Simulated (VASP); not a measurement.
# Sn (Fd-3m) in VASP: notebook, part 2 of 2

VASP 6.6.1. The steps go on from the part before.

### Step 5. Relaxation of cell and atoms, PBE, target pressure 1.4 GPa, at which the enthalpy is minimised

File INCAR:

```
PREC = Accurate ; ENCUT = 600
EDIFF = 1E-6 ; ISMEAR = -1
SIGMA = 0.05 ; LREAL = F
LASPH = T ; NELM = 80
ALGO = Normal ; ISIF = 3
LWAVE = F ; LCHARG = F
GGA = PE ; IBRION = 2
NSW = 32 ; EDIFFG = -0.005
PSTRESS = 14.0
```

File KPOINTS:

```
regular mesh
0
Gamma
  10 10 10
```

File POSCAR:

```
Sn
1.0
    0.0000000000      3.2887427338      3.2887427338
    3.2887427338      0.0000000000      3.2887427338
    3.2887427338      3.2887427338      0.0000000000
Sn
2
Direct
   -0.1250000000     -0.1250000000     -0.1250000000
    0.1250000000      0.1250000000      0.1250000000
```

Potentials or basis: VASP PAW PBE potentials, release 64 (Sn_d).

Launch:

```console
$ cat potpaw_PBE.64/Sn_d/POTCAR > POTCAR
$ mpirun -np 1 vasp_std > vasp.out
```

OUTCAR:

```text
PREC = Accurate
   ENCUT = 600
   EDIFF = 1E-6
   ISMEAR = -1
   LREAL = F
   LASPH = T
   NELM = 80
   ISIF = 3
   GGA = PE
   IBRION = 2
   NSW = 32
   EDIFFG = -0.005
   PSTRESS = 14.0

 ion  position               nearest neighbor table
   1  0.875  0.875  0.875-   2 2.85   2 2.85   2 2.85   2 2.85
   2  0.125  0.125  0.125-   1 2.85   1 2.85   1 2.85   1 2.85

  LATTYP: Found a face centered cubic cell.
 ALAT       =     6.5774854676

  Lattice vectors:

 A1 = (   0.0000000000,   3.2887427338,   3.2887427338)
 A2 = (   3.2887427338,   0.0000000000,   3.2887427338)
 A3 = (   3.2887427338,   3.2887427338,   0.0000000000)

Analysis of symmetry for initial positions (statically):
=====================================================================
 Subroutine PRICEL returns:
 Original cell was already a primitive cell.

 Routine SETGRP: Setting up the symmetry group for a
 face centered cubic supercell.

 Subroutine GETGRP returns: Found 48 space group operations
 (whereof 12 operations were pure point group operations)
[... 214 lines left out ...]

 E-fermi :   5.2039     XC(G=0):  -8.7046

 val. band max:        5.1521880563   @ k =   0.5000   0.0000   0.0000
 cond. band min:       5.2140956551   @ k =   0.4000   0.0000   0.0000
 fundamental gap:      0.0619075988
 Fermi energy:         5.2039205804

 k-point     1 :       0.0000    0.0000    0.0000
  band No.  band energies     occupation
      1     -16.3767      2.00000
      2     -16.3767      2.00000
      3     -16.3767      2.00000
      4     -16.3223      2.00000
      5     -16.3223      2.00000
      6     -16.0441      2.00000
[... 481 lines left out ...]
      5     -16.2124      2.00000
      6     -16.1886      2.00000
[... 10 lines left out ...]
     17      10.5576      0.00000
     18      11.0237      0.00000

 [... further k-points ...]

------------------------ aborting loop because EDIFF is reached ----------------------------------------

  FORCE on cell =-STRESS in cart. coord.  units (eV):
  Direction    XX          YY          ZZ          XY          YZ          ZX
  --------------------------------------------------------------------------------------
  -------------------------------------------------------------------------------------
  Total        0.6305781      0.6305781      0.6305781     -0.0000000      0.0000000      0.0000000
  in kB       14.2163707     14.2163707     14.2163707     -0.0000000      0.0000000      0.0000000
  external PRESSURE =       0.2163707 kB  Pullay stress =      14.0000000 kB

 VOLUME and BASIS-vectors are now :
 -----------------------------------------------------------------------------
  energy-cutoff  :      600.00
  volume of cell :       71.07
      direct lattice vectors                 reciprocal lattice vectors
    -0.000000000  3.287584439  3.287584439    -0.152087348  0.152087348  0.152087348
     3.287584439  0.000000000  3.287584439     0.152087348 -0.152087348  0.152087348
     3.287584439  3.287584439  0.000000000     0.152087348  0.152087348 -0.152087348

 POSITION                                       TOTAL-FORCE (eV/Angst)
 -----------------------------------------------------------------------------------
      5.75327      5.75327      5.75327         0.000000     -0.000000      0.000000
      0.82190      0.82190      0.82190        -0.000000      0.000000     -0.000000
 -----------------------------------------------------------------------------------
    total drift:                                0.000000      0.000000     -0.000000

  FREE ENERGIE OF THE ION-ELECTRON SYSTEM (eV)
  ---------------------------------------------------
  free  energy   TOTEN  =        -7.6806096285 eV

  energy  without entropy=       -7.6783285878  energy(sigma->0) =       -7.67946911

  enthalpy is  TOTEN    =        -7.0596287927 eV   P V=        0.6209808358

 reached required accuracy - stopping structural energy minimisation
```

OSZICAR:

```text
N       E                     dE             d eps       ncg     rms          rms(c)
DAV:   1     0.211819018114E+03    0.21182E+03   -0.16357E+04  1692   0.243E+03
DAV:   2     0.128164967655E+02   -0.19900E+03   -0.19663E+03  1694   0.462E+02
DAV:   3    -0.708400703541E+01   -0.19901E+02   -0.19775E+02  1916   0.149E+02
DAV:   4    -0.771207581837E+01   -0.62807E+00   -0.62715E+00  1902   0.290E+01
DAV:   5    -0.773251095681E+01   -0.20435E-01   -0.20434E-01  2204   0.514E+00    0.304E+00
DAV:   6    -0.769615637482E+01    0.36355E-01   -0.29618E-02  2038   0.233E+00    0.178E+00
DAV:   7    -0.767918078150E+01    0.16976E-01   -0.46692E-02  1838   0.251E+00    0.161E-01
DAV:   8    -0.768086014014E+01   -0.16794E-02   -0.52469E-03  1806   0.952E-01    0.463E-02
DAV:   9    -0.768123150281E+01   -0.37136E-03   -0.53256E-04  2098   0.183E-01    0.153E-02
DAV:  10    -0.768125503717E+01   -0.23534E-04   -0.47004E-05  1948   0.542E-02    0.586E-03
DAV:  11    -0.768125951186E+01   -0.44747E-05   -0.68357E-06  1386   0.202E-02    0.876E-04
DAV:  12    -0.768125949530E+01    0.16557E-07   -0.22961E-07  1078   0.747E-03
   1 F= -.70596221E+01 E0= -.70584756E+01  d E =-.705962E+01
       N       E                     dE             d eps       ncg     rms          rms(c)
DAV:   1    -0.768095057385E+01    0.30894E-03   -0.75772E-03  1860   0.151E+00    0.983E-02
DAV:   2    -0.768067174943E+01    0.27882E-03   -0.48935E-04  2150   0.387E-01    0.442E-02
DAV:   3    -0.768060929100E+01    0.62458E-04   -0.19742E-04  2192   0.234E-01    0.639E-03
DAV:   4    -0.768060962853E+01   -0.33753E-06   -0.82223E-06  1896   0.379E-02
   2 F= -.70596288E+01 E0= -.70584883E+01  d E =-.672361E-05
```

It took 1.9 min on 1 thread of Intel Xeon 8259CL, shared host; peak memory 0.27 GiB.

What came out:

```
Free energy                                                : -7.6806 eV
Relaxed volume                                             : 35.53 Å³/atom
Relaxed cell                                               : a = 4.649 Å, b = 4.649 Å, c = 4.649 Å, α = 60.00°, β = 60.00°, γ = 60.00°
Space group after relaxing (to 0.1 Å)                      : Fd-3m (No. 227)
Energy change on relaxing (the run minimises the enthalpy) : +0.3 meV/atom
Ionic steps                                                : 2
Pressure after relaxing                                    : 1.4 GPa
Band gap on the k mesh                                     : zero (bands 14 and 15 overlap by 0.17 eV)
```

The path:
| step | energy change (eV) | largest force (eV/Å) | pressure (GPa) | volume (Å³) |
| --- | --- | --- | --- | --- |
| 1 | 0.0000 | 0.0000 | 1.37 | 71.14 |
| 2 | 0.0006 | 0.0000 | 1.42 | 71.07 |

Final structure:
```
Sn
1.0
     0.00000    3.28758    3.28758
     3.28758    0.00000    3.28758
     3.28758    3.28758    0.00000
Sn
2
Direct
  0.87500 0.87500 0.87500
  0.12500 0.12500 0.12500
```

Levels at points of the mesh, in eV from the Fermi level:
| k point | band 12 | band 13 | band 14 | band 15 | band 16 | band 17 |
| --- | --- | --- | --- | --- | --- | --- |
| (0.00, 0.00, 0.00) | -0.88 | 0.12 | 0.12 | 0.12 | 2.18 | 2.18 |
| (0.50, 0.00, 0.00) | -6.12 | -1.03 | -1.03 | -0.05 | 3.25 | 3.25 |
| (0.50, 0.50, 0.00) | -7.35 | -2.31 | -2.31 | 0.90 | 0.90 | 7.51 |

Caveat: the cell is relaxed towards a set pressure, so the run minimises the enthalpy, not the energy; spin-orbit coupling is left out, which moves the levels of the heavy elements.

### Step 6. The runs side by side

```tsv
task	cell	cutoff (eV)	gap on the mesh (eV)	pressure (GPa)
single point	a = 4.651 Å, angles 60.0°, 2 atoms	520	none	1.3
relaxation of cell and atoms	relaxed to 1.4 GPa from a = 4.545 Å, angles 60.0°, 2 atoms	600	none	1.4
relaxation of cell and atoms	relaxed to 1.4 GPa from a = 4.651 Å, angles 60.0°, 2 atoms	600	none	1.4
```

Alike in all rows: level PBE; potentials or basis VASP PAW PBE potentials, release 64 (Sn_d); no spin polarisation; k mesh 10 × 10 × 10; smearing fermi-dirac 0.05 eV.

Caveats: spin-orbit coupling is left out, which moves the levels of the heavy elements; the cell is relaxed towards a set pressure, so the run minimises the enthalpy, not the energy (at least some runs).

Total energies depend on the potentials used, so only differences within one code and one set of settings carry meaning.
